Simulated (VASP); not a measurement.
The system is BP.

```
B P
1.0
     0.00000    2.26832    2.26832
     2.26832    0.00000    2.26832
     2.26832    2.26832    0.00000
B P
1 1
Direct
  0.00000 0.00000 0.00000
  0.25000 0.25000 0.25000
```

Base run:

| Property | Result |
| --- | --- |
| Program | VASP 6.6.1 |
| Functional | PBE |
| Potentials or basis | VASP PAW PBE potentials, release 64 (B, P) |
| Cutoff | 520 eV |
| k mesh | 6 × 6 × 6 |
| Occupations | gaussian, width 0.01 eV |
| Spin | no spin polarisation |

Its results: band gap on the k mesh 1.33 eV, indirect (least direct gap 3.40 eV); pressure 1.2 GPa.

Task: The run is repeated on the same cell with these changes: k mesh from 6 × 6 × 6 to 10 × 10 × 10; occupations from gaussian, width 0.01 eV to fermi-dirac, width 0.02 eV. What comes out?

Result: Band gap on the k mesh 1.24 eV, indirect (least direct gap 3.40 eV); pressure 1.0 GPa.

A k mesh can miss the band edges.
